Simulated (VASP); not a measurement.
# Bi2TeSe2 (R-3m) in VASP: notebook, part 2 of 2

VASP 6.6.1.

**4. Single point, PBEsol (strain -0.030 along x and y, +0.000 along z)**

INCAR

```
SYSTEM = Bi2TeSe2
PREC = Accurate ; ENCUT = 520
EDIFF = 1E-6 ; ISMEAR = 0
SIGMA = 0.05 ; LREAL = .False.
LASPH = .True. ; NELM = 100
ALGO = Normal ; ISIF = 2
LWAVE = .False. ; LCHARG = .True.
GGA = PS ; LELF = .True.
LVHAR = .True. ; NBANDS = 32
LUSENCCL = .False.
```

KPOINTS

```
regular mesh
0
Gamma
  12 12 12
  0 0 0
```

POSCAR

```
Bi2TeSe2
1.0
    2.0287562046      1.1713029409      9.7123300000
   -2.0287562046      1.1713029409      9.7123300000
    0.0000000000     -2.3426058817      9.7123300000
Bi Te Se
2 1 2
Direct
    0.3980600000      0.3980600000      0.3980600000
    0.6019400000      0.6019400000      0.6019400000
    0.0000000000      0.0000000000      0.0000000000
    0.2116000000      0.2116000000      0.2116000000
    0.7884000000      0.7884000000      0.7884000000
```

Potentials or basis: VASP PAW PBE potentials, release 64 (Bi_d, Te, Se).

Command:

```console
> cat potpaw_PBE.64/Bi_d/POTCAR potpaw_PBE.64/Te/POTCAR potpaw_PBE.64/Se/POTCAR > POTCAR
> mpirun -np 1 vasp_std > vasp.out
```

OUTCAR:

```text
SYSTEM = Bi2TeSe2
   PREC = Accurate
   ENCUT = 520
   EDIFF = 1E-6
   ISMEAR = 0
   LREAL = .False.
   LASPH = .True.
   NELM = 100
   ISIF = 2
   GGA = PS

 ion  position               nearest neighbor table
   1  0.398  0.398  0.398-   5 2.87   5 2.87   5 2.87   3 3.01   3 3.01   3 3.01
   2  0.602  0.602  0.602-   4 2.87   4 2.87   4 2.87   3 3.01   3 3.01   3 3.01
   3  0.000  0.000  0.000-   2 3.01   2 3.01   1 3.01   1 3.01   2 3.01   1 3.01
   4  0.212  0.212  0.212-   2 2.87   2 2.87   2 2.87
   5  0.788  0.788  0.788-   1 2.87   1 2.87   1 2.87

  LATTYP: Found a trigonal (rhomboedric) cell.
 ALAT       =     9.9908536345
 COS(alpha) =     0.9175321781

  Lattice vectors:

 A1 = (   2.0287562046,   1.1713029409,   9.7123300000)
 A2 = (  -2.0287562046,   1.1713029409,   9.7123300000)
 A3 = (   0.0000000000,  -2.3426058817,   9.7123300000)

Analysis of symmetry for initial positions (statically):
=====================================================================
 Subroutine PRICEL returns:
 Original cell was already a primitive cell.

 Routine SETGRP: Setting up the symmetry group for a
 trigonal (rhombohedral) supercell.

 Subroutine GETGRP returns: Found 12 space group operations
[... 176 lines left out ...]
 fundamental gap:      0.4796901600
 Fermi energy:         6.6267187684

 k-point     1 :       0.0000    0.0000    0.0000
  band No.  band energies     occupation
      1     -16.8833      2.00000
      2     -16.8833      2.00000
      3     -16.8778      2.00000
      4     -16.8778      2.00000
      5     -16.8638      2.00000
      6     -16.8600      2.00000
[... 829 lines left out ...]
     31      11.0549      0.00000
     32      11.7721      0.00000

 [... further k-points ...]

------------------------ aborting loop because EDIFF is reached ----------------------------------------

  FORCE on cell =-STRESS in cart. coord.  units (eV):
  Direction    XX          YY          ZZ          XY          YZ          ZX
  --------------------------------------------------------------------------------------
  -------------------------------------------------------------------------------------
  Total        5.7863343      5.7863343      5.2693020      0.0000000      0.0000000      0.0000000
  in kB       66.9484189     66.9484189     60.9663077      0.0000000      0.0000000      0.0000000
  external PRESSURE =      64.9543818 kB  Pullay stress =       0.0000000 kB

 VOLUME and BASIS-vectors are now :
 -----------------------------------------------------------------------------
  energy-cutoff  :      520.00
  volume of cell :      138.48
      direct lattice vectors                 reciprocal lattice vectors
     2.028756205  1.171302941  9.712330000     0.246456424  0.142291683  0.034320635
    -2.028756205  1.171302941  9.712330000    -0.246456424  0.142291683  0.034320635
     0.000000000 -2.342605882  9.712330000     0.000000000 -0.284583366  0.034320635

 POSITION                                       TOTAL-FORCE (eV/Angst)
 -----------------------------------------------------------------------------------
      0.00000      0.00000     11.59827         0.000000      0.000000      1.944002
      0.00000      0.00000     17.53872         0.000000     -0.000000     -1.944002
      0.00000      0.00000      0.00000        -0.000000      0.000000      0.000000
      0.00000      0.00000      6.16539         0.000000      0.000000      0.243846
      0.00000      0.00000     22.97160         0.000000     -0.000000     -0.243846
 -----------------------------------------------------------------------------------
    total drift:                               -0.000000      0.000000     -0.000000

  FREE ENERGIE OF THE ION-ELECTRON SYSTEM (eV)
  ---------------------------------------------------
  free  energy   TOTEN  =       -20.7515641941 eV

  energy  without entropy=      -20.7515641941  energy(sigma->0) =      -20.75156419
```

stdout:

```text
Offloading initialized ...    1 GPUs detected
 POSCAR found type information on POSCAR BiTeSe
 POSCAR found :  3 types and       5 ions
 scaLAPACK will be used selectively (only on CPU)
 -----------------------------------------------------------------------------
|                                                                             |
|                                                                             |
|     You enforced a specific xc type in the INCAR file but a different       |
|     I HOPE YOU KNOW WHAT YOU ARE DOING!                                     |
|                                                                             |
 -----------------------------------------------------------------------------

 LDA part: xc-table for (Slater+PW92), standard interpolation
 POSCAR, INCAR and KPOINTS ok, starting setup
 FFT: planning ... GRIDC
 FFT: planning ... GRID_SOFT
 FFT: planning ... GRID
 WAVECAR not read
 entering main loop
```

It took 13 min on 1 × NVIDIA H100 80GB with 1 thread of AMD EPYC 7R13 (Zen 3), shared host; peak memory 2.3 GiB.

Results:

```yaml
Free_energy: -20.7516 eV
Pressure: 6.5 GPa
Largest_force: 1.944 eV/Å
Band_gap_on_the_k_mesh: 0.48 eV
```

Forces in eV/Å, atoms in the order of the input:
```
Bi   0.000  0.000  1.944
Bi   0.000  0.000 -1.944
Te   0.000  0.000  0.000
Se   0.000  0.000  0.244
Se   0.000  0.000 -0.244
```

Caveat: the cell differs from its parent crystal (strain -0.030 along x and y, +0.000 along z); the cell stands under pressure; the PAW data sets were made with another functional, which shifts forces and pressure a little; spin-orbit coupling is left out, which moves the levels of the heavy elements. A k mesh can miss the band edges.

**5. Single point, PBEsol (strain -0.030 along x and y, +0.030 along z)**

INCAR

```
SYSTEM = Bi2TeSe2
PREC = Accurate ; ENCUT = 520
EDIFF = 1E-6 ; ISMEAR = 0
SIGMA = 0.05 ; LREAL = .False.
LASPH = .True. ; NELM = 60
ALGO = Normal ; ISIF = 2
LWAVE = .False. ; LCHARG = .False.
GGA = PS ; NBANDS = 32
LUSENCCL = .False.
```

KPOINTS

```
Automatic mesh
0
Gamma
  12 12 12
  0 0 0
```

Changes to POSCAR since step 4:

```diff
@@ -2,5 +2,5 @@
 1.0
-    2.0287562046      1.1713029409      9.7123300000
-   -2.0287562046      1.1713029409      9.7123300000
-    0.0000000000     -2.3426058817      9.7123300000
+    2.0287562046      1.1713029409     10.0036999000
+   -2.0287562046      1.1713029409     10.0036999000
+    0.0000000000     -2.3426058817     10.0036999000
 Bi Te Se
```

Command:

```console
> cat potpaw_PBE.64/Bi_d/POTCAR potpaw_PBE.64/Te/POTCAR potpaw_PBE.64/Se/POTCAR > POTCAR
> mpirun -np 1 vasp_std > vasp.out
```

It took 9.2 min on 1 × NVIDIA H100 80GB with 1 thread of AMD EPYC 7R13 (Zen 3), shared host; peak memory 2.3 GiB.

It converged, with:

```
Free energy            : -20.8659 eV
Pressure               : 4.0 GPa
Largest force          : 1.903 eV/Å
Band gap on the k mesh : 0.60 eV
```

Forces in eV/Å, atoms in the order of the input:
```
Bi   0.000  0.000  1.903
Bi   0.000  0.000 -1.903
Te   0.000  0.000  0.000
Se   0.000  0.000  0.582
Se   0.000  0.000 -0.582
```

Stress tensor (GPa, compression positive):
```
4.62 0.00 0.00
0.00 4.62 0.00
0.00 0.00 2.66
```

Levels at points of the mesh, in eV from the valence-band top:
| k point | band 20 | band 21 | band 22 | band 23 | band 24 | band 25 | band 26 | band 27 | band 28 | band 29 |
| --- | --- | --- | --- | --- | --- | --- | --- | --- | --- | --- |
| (0.00, 0.00, 0.00) | -1.58 | -1.58 | -1.00 | -1.00 | 0.00 | 0.60 | 1.04 | 1.04 | 2.30 | 2.57 |
| (0.50, 0.00, 0.00) | -3.20 | -2.80 | -2.58 | -1.21 | -0.73 | 0.71 | 1.27 | 2.18 | 2.89 | 3.26 |
| (0.50, 0.50, 0.00) | -2.45 | -2.21 | -1.96 | -1.67 | -1.45 | 0.73 | 1.65 | 1.82 | 2.73 | 3.14 |
| (0.50, 0.50, 0.50) | -1.38 | -1.31 | -1.21 | -1.21 | -0.60 | 1.03 | 1.26 | 1.26 | 2.09 | 2.34 |

Caveat: the cell differs from its parent crystal (strain -0.030 along x and y, +0.030 along z); the cell stands under pressure; the PAW data sets were made with another functional, which shifts forces and pressure a little; spin-orbit coupling is left out, which moves the levels of the heavy elements.

**6. Overview**

```tsv
cell	gap on the mesh (eV)	pressure (GPa)	largest force (eV/Å)
a = 9.708 Å, angles 24.1°, 5 atoms	0.36	9.4	1.99
a = 9.849 Å, angles 23.8°, 5 atoms	0.42	7.9	1.97
a = 9.991 Å, angles 23.4°, 5 atoms	0.48	6.5	1.94
a = 10.274 Å, angles 22.8°, 5 atoms	0.60	4.0	1.90
```

Alike in all rows: task single point; level PBEsol; potentials or basis VASP PAW PBE potentials, release 64 (Bi_d, Te, Se); no spin polarisation; k mesh 12 × 12 × 12; cutoff (eV) 520; smearing gaussian 0.05 eV.

Caveats: the cell stands under pressure; the PAW data sets were made with another functional, which shifts forces and pressure a little; spin-orbit coupling is left out, which moves the levels of the heavy elements.

Absolute energies hang on the potentials; compare differences alone.
